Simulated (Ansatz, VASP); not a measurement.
**One calculation of V, two programs**

```
V
1.0
    -1.48211    1.48211    1.48211
     1.48211   -1.48211    1.48211
     1.48211    1.48211   -1.48211
V
1
Direct
  0.00000 0.00000 0.00000
```

Change from the starting cell: volume scaled by 0.94, crystal datasets.

Alike in both runs: task electric field gradients; functional PBEsol; k mesh 19 × 19 × 19; occupations fermi-dirac, width 0.03 eV; collinear spin.

|  | VASP | Ansatz |
| --- | --- | --- |
| version | VASP 6.6.1 | Ansatz 0.2.0 |
| potentials or method | VASP PAW PBE potentials, release 64 (V_sv), cutoff 520 eV | all-electron PAW with datasets made for the crystal, scalar-relativistic |

|  | VASP | Ansatz | Ansatz less VASP |
| --- | --- | --- | --- |
| pressure (GPa) | -1.1 | -1.3 | -0.25 |
| net moment per atom (μB) | 0.00 | 0.00 | -0.001 |

VASP's potentials were made for PBE, not for PBEsol. Ansatz ran all-electron here, and VASP with PAW potentials. Ansatz's warnings: seeded moment not kept.
